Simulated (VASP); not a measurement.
Here is a VASP 6.6.1 calculation.

INCAR

```
PREC     = Accurate       # precision mode
ENCUT    = 520            # plane-wave cutoff, eV
EDIFF    = 1E-6           # SCF threshold, eV
ISMEAR   = 0              # smearing method
SIGMA    = 0.1            # smearing width, eV
LREAL    = F              # projectors in reciprocal space
LASPH    = T              # aspherical terms in the spheres
NELM     = 100            # most SCF steps
ALGO     = Normal         # electronic algorithm
ISIF     = 2              # what is computed and relaxed
LWAVE    = F              # write WAVECAR
LCHARG   = F              # write CHGCAR
GGA      = RE             # functional
NBANDS   = 11             # bands
ISYM     = 0
```

Contents of KPOINTS:

```
regular mesh
0
Gamma
  7 5 7
```

POSCAR

```
BeS
1.0
    0.0000000000      2.4351516489      2.4351516489
    2.4351516489      0.0000000000      2.4351516489
    2.4351516489      2.4351516489      0.0000000000
Be S
1 1
Direct
    0.0000000000      0.0000000000      0.0000000000
    0.7500000000      0.7500000000      0.7500000000
```

Potentials or basis: VASP PAW PBE potentials, release 64 (Be, S).

Command:

```sh
$ cat potpaw_PBE.64/Be/POTCAR potpaw_PBE.64/S/POTCAR > POTCAR
$ mpirun -np 1 vasp_std > vasp.out
```

(1) Predict the pressure.

(2) Estimate the band gap on the k mesh.

## Answers

(1) 2.2 GPa.

(2) 3.37 eV, indirect (least direct gap 5.72 eV).

Caveat: the k points lie up to 0.45 Å⁻¹ apart; the PAW data sets were made with another functional, which shifts forces and pressure a little.
